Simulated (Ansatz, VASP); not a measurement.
InSb in VASP and in Ansatz

The input INCAR:

```
ALGO = Normal
EDIFF = 1E-6
ENCUT = 520
ISIF = 2
ISMEAR = -1
LASPH = T
LCHARG = F
LREAL = F
LWAVE = F
NBANDS = 26
NELM = 100
PREC = Accurate
SIGMA = 0.08
```

File KPOINTS:

```
k-points
0
Gamma
  6 6 11
```

POSCAR

```
InSb
1.0
    5.3924778551      0.0000000000      0.0000000000
    0.0000000000      5.7498289170      0.0000000000
    0.0000000000      0.0000000000      3.0832853594
In Sb
2 2
Direct
    0.0000000000      0.0000000000      0.0000000000
    0.5000000000      0.5000000000      0.0000000000
    0.5000000000      0.0000000000      0.8350000000
    0.0000000000      0.5000000000      0.1650000000
```

Input for Ansatz:

```yaml
crystal:
  lattice:
    - [5.3924778551, 0.0, 0.0]
    - [0.0, 5.749828917, 0.0]
    - [0.0, 0.0, 3.0832853594]
  atoms:
    - { symbol: In, position: [0.0, 0.0, 0.0] }
    - { symbol: In, position: [0.5, 0.5, 0.0] }
    - { symbol: Sb, position: [0.5, 0.0, 0.835] }
    - { symbol: Sb, position: [0.0, 0.5, 0.165] }
kpoints:
  mp_grid: { grid: [6, 6, 11] }
  band_path:
    path:
      - [0.0, 0.0, 0.0]
      - [0.5, 0.0, 0.0]
      - [0.5, 0.5, 0.0]
      - [0.0, 0.5, 0.0]
      - [0.0, 0.0, 0.0]
      - [0.0, 0.0, 0.5]
      - [0.5, 0.0, 0.5]
      - [0.5, 0.5, 0.5]
      - [0.0, 0.5, 0.5]
    npoints: 5
scf:
  occupations: { method: fermi_dirac, width: 0.08 }
hamiltonian:
  xc: lda
  pseudopotentials: { kind: all_electron, lapw: { basis_error: 0.001 } }
output:
  forces: true
  stress: true
  eigenvalues: true
```

Change from the starting cell: volume scaled by 1.02.

Alike in both runs: task single point; functional LDA; k mesh 6 × 6 × 11; occupations fermi-dirac, width 0.08 eV; no spin polarisation.

```csv
,VASP,Ansatz
version,VASP 6.6.1,Ansatz 0.2.0
potentials or method,"VASP PAW LDA potentials, release 64 (In_d, Sb), cutoff 520 eV","all-electron LAPW, scalar-relativistic"
```

|  | VASP | Ansatz | Ansatz less VASP |
| --- | --- | --- | --- |
| pressure (GPa) | 9.7 | 9.5 | -0.23 |
| traceless stress, the component that is largest in VASP (GPa) | 10.33 | 10.28 | -0.047 |
| rms of the force components (eV/Å) | 0.249 | 0.246 | -0.0028 |

LDA's correlation is that of Perdew and Zunger in VASP and of Perdew and Wang (1992) in Ansatz. Atom by atom the forces differ by 0.003 eV/Å (rms over components). Ansatz ran all-electron here, and VASP with PAW potentials.

Spin-orbit coupling is off throughout.
